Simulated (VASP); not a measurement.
Wanted: the native input for a VASP 6.6.1 run.

```yaml
Task: relaxation of cell and atoms
Functional: PBEsol
Dispersion: D3(BJ)
Potentials_or_basis: VASP PAW PBE potentials, release 64 (Mo_sv)
Cutoff: 600 eV
k_mesh: 13 × 13 × 12
Occupations: fermi-dirac, width 0.1 eV
Spin: no spin polarisation
Dipole_correction: no
Further_INCAR_settings: ALGO = Normal; EDIFF = 1e-07; IBRION = 2; EDIFFG = -0.01; NSW = 100; ISIF = 3
```

The structure of Mo lies in POSCAR:

```
Mo
1.0
    2.7355104000      0.0000000000      0.0000000000
   -1.3677552000      2.3690215000      0.0000000000
    0.0000000000      0.0000000000      2.5551807000
Mo
1
Direct
    0.0000000000      0.0000000000      0.5000000000
```

One way to write it, as run:

INCAR

```
  PREC = Accurate
  ENCUT = 600
  EDIFF = 1E-7
  ISMEAR = -1
  SIGMA = 0.1
  LREAL = False
  LASPH = True
  NELM = 60
  ALGO = Normal
  ISIF = 3
  LWAVE = False
  LCHARG = False
  GGA = PS
  IVDW = 12
  IBRION = 2
  NSW = 100
  EDIFFG = -0.01
```

KPOINTS

```
Automatic mesh
0
Gamma
  13 13 12
```

Potentials or basis: VASP PAW PBE potentials, release 64 (Mo_sv).

Run with:

```console
$ cat potpaw_PBE.64/Mo_sv/POTCAR > POTCAR
$ mpirun -np 1 vasp_std > vasp.out
```

It gave:

The relaxed volume is 15.79 Å³/atom and the relaxed cell is a = 2.719 Å, b = 2.719 Å, c = 2.466 Å, α = 90.00°, β = 90.00°, γ = 120.00°. The space group after relaxing (to 0.05 Å) is P6/mmm (No. 191), the energy gained by relaxing is 32.0 meV/atom and the ionic steps are 9. The pressure after relaxing is 0.0 GPa, the band gap on the k mesh is zero (band 7 reaches 13.04 eV, above the bottom of band 8 at 11.13 eV) and the dispersion energy per atom is -0.698 eV.

Caveat: the PAW data sets were made with another functional, which shifts forces and pressure a little; pairwise dispersion overbinds metals, which lowers pressure and volume.

Wall time 68 s on 1 thread of Intel Xeon 6975P-C, with other jobs on the host, peak memory 0.18 GiB.
